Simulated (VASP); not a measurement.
# Re: single point with PBE

The system is Re.

```
Re
1.0
     4.59848    0.00000    0.00000
    -2.29924    3.98240    0.00000
     0.00000    0.00000    2.81907
Re
3
Direct
  0.00000 0.00000 0.00000
  0.33333 0.66667 0.50000
  0.66667 0.33333 0.50000
```

This isn't the form of Re at room conditions, which is hcp.

```yaml
Program: VASP 6.6.1
Task: single point
Functional: PBE
Potentials_or_basis: VASP PAW PBE potentials, release 64 (Re)
Cutoff: 600 eV
k_mesh: 6 × 6 × 6
Occupations: gaussian, width 0.1 eV
Spin: no spin polarisation
Dipole_correction: no
Further_INCAR_settings: ALGO = Normal; EDIFF = 1e-06; NBANDS = 18
```

```
Pressure               : -33.9 GPa
Band gap on the k mesh : zero (an odd number of electrons rules out a gap without spin polarisation)
```

Stress tensor (GPa, compression positive):
```
-37.40   0.00   0.00
  0.00 -37.40   0.00
  0.00   0.00 -26.82
```

Levels at points of the mesh, in eV from the Fermi level:
```
           k point  band 8  band 9  band 10  band 11  band 12  band 13
(0.00, 0.00, 0.00)   -1.71   -0.62    -0.62     0.30     0.30     0.35
(0.50, 0.00, 0.00)   -1.62   -0.88     0.52     0.55     0.72     1.65
(0.00, 0.00, 0.50)   -0.82   -0.64    -0.64     2.28     2.28     3.07
(0.50, 0.00, 0.50)   -0.81   -0.74    -0.45     0.69     1.87     2.53
```

Run time: 27 s on 1 thread of Intel Xeon 8259CL (shared host), peak memory 0.19 GiB.

Caveat: the k points lie up to 0.37 Å⁻¹ apart, too coarse for converged energies and pressures of a metal; spin-orbit coupling is left out, which moves the levels of the heavy elements.
